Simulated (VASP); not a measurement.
Write the native input for VASP 6.6.1 that does the following.

```yaml
Task: single point
Functional: PBE
Potentials_or_basis: VASP PAW PBE potentials, release 64 (Co_sv, O)
Cutoff: 600 eV
k_mesh: 9 × 9 × 9
Occupations: fermi-dirac, width 0.05 eV
Spin: collinear spin, ferromagnetic start
Starting_moments: "[2.0, 0.0] μB"
Fixed_moment: 2 μB
Dipole_correction: no
Second_run: valence_matched
Further_INCAR_settings: ALGO = Normal; EDIFF = 1e-06; NBANDS = 22
```

The structure of CoO lies in POSCAR:

```
CoO
1.0
    1.6022198417      0.9250420569      2.5664708903
   -1.6022198417      0.9250420569      2.5664708903
    0.0000000000     -1.8500841138      2.5664708903
Co O
1 1
Direct
    0.9989783200      0.9989783200      0.9989783200
    0.7510210300      0.7510210300      0.7510210300
```

The input as run:

INCAR

```
SYSTEM = CoO
ALGO = Normal ; EDIFF = 1E-6
ENCUT = 600 ; GGA = PE
GGA_COMPAT = .FALSE. ; ISIF = 2
ISMEAR = -1 ; ISPIN = 2
LASPH = .TRUE. ; LCHARG = .FALSE.
LMAXMIX = 4 ; LORBIT = 11
LREAL = .FALSE. ; LWAVE = .FALSE.
MAGMOM = 2 0 ; NBANDS = 22
NELM = 200 ; NUPDOWN = 2.0
PREC = Accurate ; SIGMA = 0.05
```

KPOINTS

```
k-points
0
G
  9 9 9
  0 0 0
```

Potentials or basis: VASP PAW PBE potentials, release 64 (Co_sv, O).

Launch:

```bash
$ cat potpaw_PBE.64/Co_sv/POTCAR potpaw_PBE.64/O/POTCAR > POTCAR
$ mpirun -np 1 vasp_std > vasp.out
```

Results of the run:

```json
{
 "Pressure": "-8.9 GPa",
 "Largest force": "0.227 eV/Å",
 "Net moment": "2.00 μB per cell",
 "Site moments": "Co +1.76; O +0.15 μB",
 "Valence electrons inside the program's atomic spheres": "Co 14.96; O 4.97"
}
```

Caveat: the total moment is fixed, so each spin has its own Fermi level; a cell with one magnetic atom can't hold antiferromagnetic order, which such compounds often take.

Run time: 98 s on 1 thread of Intel(R) Xeon(R) Platinum 8375C CPU @ 2.90GHz (Ice Lake), on a shared host, peak memory 0.22 GiB.
